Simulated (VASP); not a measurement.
Here is a VASP 6.6.1 calculation.

The input INCAR:

```
SYSTEM = Ta3Br2
PREC = Accurate
ENCUT = 520
EDIFF = 1E-7
ISMEAR = 0
SIGMA = 0.1
LREAL = .FALSE.
LASPH = .TRUE.
NELM = 60
ALGO = Normal
ISIF = 2
LWAVE = .FALSE.
LCHARG = .FALSE.
GGA = PE
NBANDS = 32
```

Contents of KPOINTS:

```
regular mesh
0
G
  6 6 4
  0 0 0
```

The input POSCAR:

```
Ta3Br2
1.0
    5.5335956031      0.0000000000      0.0000000000
   -2.7667978015      4.7922343666      0.0000000000
    0.0000000000      0.0000000000      4.8604197126
Ta Br
3 2
Direct
    0.5000000000      0.0000000000      0.4352582415
    0.0000000000      0.5000000000      0.4352582415
    0.5000000000      0.5000000000      0.4352582415
    0.6666666667      0.3333333333     -0.0643940018
    0.3333333333      0.6666666667     -0.0643940018
```

Potentials or basis: VASP PAW PBE potentials, release 64 (Ta_pv, Br).

Launch:

```console
$ cat potpaw_PBE.64/Ta_pv/POTCAR potpaw_PBE.64/Br/POTCAR > POTCAR
$ mpirun -np 1 vasp_std > vasp.out
```

Q: What does it give for the pressure?

A: 0.1 GPa.

Q: Estimate the band gap on the k mesh.

A: Zero (an odd number of electrons rules out a gap without spin polarisation).

Forces on the atoms (eV/Å):
```
Ta   0.000  0.000  0.002
Ta   0.000  0.000  0.002
Ta   0.000  0.000  0.002
Br   0.000  0.000 -0.003
Br   0.000  0.000 -0.003
```

Caveat: spin-orbit coupling is left out, which moves the levels of the heavy elements; an odd number of electrons without spin polarisation forces a metal; a magnetic or distorted state may lie lower.
